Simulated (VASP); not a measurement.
Here is a VASP 6.6.1 calculation.

The input INCAR:

```
ALGO = Normal
EDIFF = 1E-6
ENCUT = 400
GGA = PS
GGA_COMPAT = F
ISIF = 2
ISMEAR = 0
LASPH = T
LCHARG = F
LREAL = F
LWAVE = F
NBANDS = 142
NELM = 120
PREC = Accurate
SIGMA = 0.05
```

The input KPOINTS:

```
k-points
0
Gamma
  1 1 20
```

The input POSCAR:

```
Rh
1.0
   17.0000000000      0.0000000000      0.0000000000
    0.0000000000     16.9000000000      0.0000000000
    0.0000000000      0.0000000000      2.6728495601
Rh
17
Direct
    0.5000000000      0.7236674614      0.0000000000
    0.5000000000      0.5000000000      0.0000000000
    0.5000000000      0.2763325386      0.0000000000
    0.4213867776      0.6118337307      0.5000000000
    0.4213867776      0.3881662693      0.5000000000
    0.7358396671      0.6118337307      0.5000000000
    0.7358396671      0.3881662693      0.5000000000
    0.2641603329      0.6118337307      0.5000000000
    0.2641603329      0.3881662693      0.5000000000
    0.5786132224      0.6118337307      0.5000000000
    0.5786132224      0.3881662693      0.5000000000
    0.3427735553      0.7236674614      1.0000000000
    0.3427735553      0.5000000000      1.0000000000
    0.3427735553      0.2763325386      1.0000000000
    0.6572264447      0.7236674614      0.0000000000
    0.6572264447      0.5000000000      0.0000000000
    0.6572264447      0.2763325386      0.0000000000
```

Potentials or basis: VASP PAW PBE potentials, release 64 (Rh_pv).

Run with:

```console
$ cat potpaw_PBE.64/Rh_pv/POTCAR > POTCAR
$ mpirun -np 1 vasp_std > vasp.out
```

(1) Predict the largest force.

(2) Estimate the band gap on the k mesh.

Results:

(1) 1.260 eV/Å.

(2) zero (an odd number of electrons rules out a gap without spin polarisation).

Caveat: the PAW data sets were made with another functional, which shifts forces and pressure a little.
